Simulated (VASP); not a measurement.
A run of VASP 6.6.1 is set up as follows.

Contents of INCAR:

```
PREC     = Accurate       # precision mode
ENCUT    = 600            # plane-wave cutoff, eV
EDIFF    = 1E-7           # SCF threshold, eV
ISMEAR   = 0              # smearing method
SIGMA    = 0.1            # smearing width, eV
LREAL    = F              # projectors in reciprocal space
LASPH    = T              # aspherical terms in the spheres
NELM     = 80             # most SCF steps
ALGO     = Fast           # electronic algorithm
ISIF     = 3              # what is computed and relaxed
LWAVE    = F              # write WAVECAR
LCHARG   = F              # write CHGCAR
GGA      = CA             # functional
IBRION   = 2              # ionic algorithm
NSW      = 100            # ionic steps
EDIFFG   = -0.05          # ionic threshold
```

Contents of KPOINTS:

```
regular mesh
0
Gamma
  8 8 8
```

File POSCAR:

```
W
1.0
   -1.6007500000      1.6007500000      1.6007500000
    1.6007500000     -1.6007500000      1.6007500000
    1.6007500000      1.6007500000     -1.6007500000
W
1
Direct
    0.0000000000      0.0000000000      0.0000000000
```

Potentials or basis: VASP PAW LDA potentials, release 64 (W_sv).

The run is started by

```bash
$ cat potpaw_LDA.64/W_sv/POTCAR > POTCAR
$ mpirun -np 1 vasp_std > vasp.out
```

Problem. Predict the space group after relaxing (to 0.05 Å).

Solution. Im-3m (No. 229).

Problem. Estimate the relaxed volume.

Solution. 15.56 Å³/atom.

Problem. What does it give for the relaxed cell?

Solution. a = 2.724 Å, b = 2.724 Å, c = 2.724 Å, α = 109.47°, β = 109.47°, γ = 109.47°.

Step by step:
```tsv
step	energy change (eV)	largest force (eV/Å)	pressure (GPa)	volume (Å³)
1	0.0000	0.0000	-16.52	16.41
2	0.7300	0.0000	104.04	12.71
3	-0.0466	0.0000	-1.82	15.62
4	-0.0470	0.0000	-0.42	15.56
```

 Zero-point motion and thermal expansion aren't in these numbers.
